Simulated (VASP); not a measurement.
Zn4Se3S:

```
Zn Se S
1.0
    -4.01967    0.02061    0.00328
     0.00464   -0.07316   -5.59541
     0.04124   -8.10440   -0.10358
Zn Se S
4 3 1
Direct
  0.01750 0.97878 0.25914
  0.52416 0.47696 0.50414
  0.98484 0.00329 0.74935
  0.45579 0.53234 0.00584
  0.46915 0.72176 0.22765
  0.55079 0.78844 0.77566
  0.99573 0.24156 0.99057
  0.00203 0.25688 0.48767
```

- Program: VASP 6.6.1
- Task: relaxation of cell and atoms
- Functional: PBE
- Potentials or basis: VASP PAW PBE potentials, release 64 (Zn, Se, S)
- Cutoff: 600 eV
- k mesh: 4 × 4 × 2
- Occupations: gaussian, width 0.1 eV
- Spin: no spin polarisation

At the start: pressure 3.8 GPa; volume 22.78 Å³/atom.

Task: How do energy, volume and symmetry change on relaxing?

Result: Over 20 steps the energy falls by 236.1 meV/atom; space group Pm (No. 6, to 0.05 Å).

The path:
```csv
step,energy change (eV),largest force (eV/Å),pressure (GPa),volume (Å³)
1,0.0000,4.8419,3.82,182.25
2,-1.3534,1.3042,-3.11,196.87
3,-1.3680,1.4135,-2.59,194.44
4,-1.7107,0.9176,-0.74,185.38
5,-1.7798,0.6315,1.01,179.54
6,-1.8399,0.2901,0.20,181.52
7,-1.8431,0.2807,0.00,182.11
8,-1.8587,0.1789,-0.10,182.34
9,-1.8637,0.1914,-0.17,182.56
10,-1.8722,0.1269,0.08,181.82
11,-1.8755,0.1417,0.34,181.06
12,-1.8818,0.1138,-0.06,182.24
13,-1.8828,0.1009,-0.28,182.95
14,-1.8862,0.0760,-0.02,182.18
15,-1.8862,0.0809,0.01,182.05
16,-1.8876,0.0347,0.05,181.94
17,-1.8878,0.0375,0.08,181.87
18,-1.8883,0.0302,-0.08,182.33
19,-1.8883,0.0304,-0.10,182.40
20,-1.8888,0.0211,-0.03,182.19
```

Final structure:
```
CELL_PARAMETERS angstrom
-4.02187 0.00223 -0.00156
-0.00107 -0.00053 -5.62900
0.00381 -8.04763 -0.00035
ATOMIC_POSITIONS crystal
Zn 0.99928 0.00759 0.25912
Zn 0.50254 0.48243 0.49943
Zn 0.00246 0.00544 0.74085
Zn 0.49578 0.50497 0.00038
Se 0.49886 0.75075 0.25493
Se 0.50217 0.74896 0.74507
Se 0.99653 0.24921 0.99994
S 0.00237 0.25065 0.50029
```
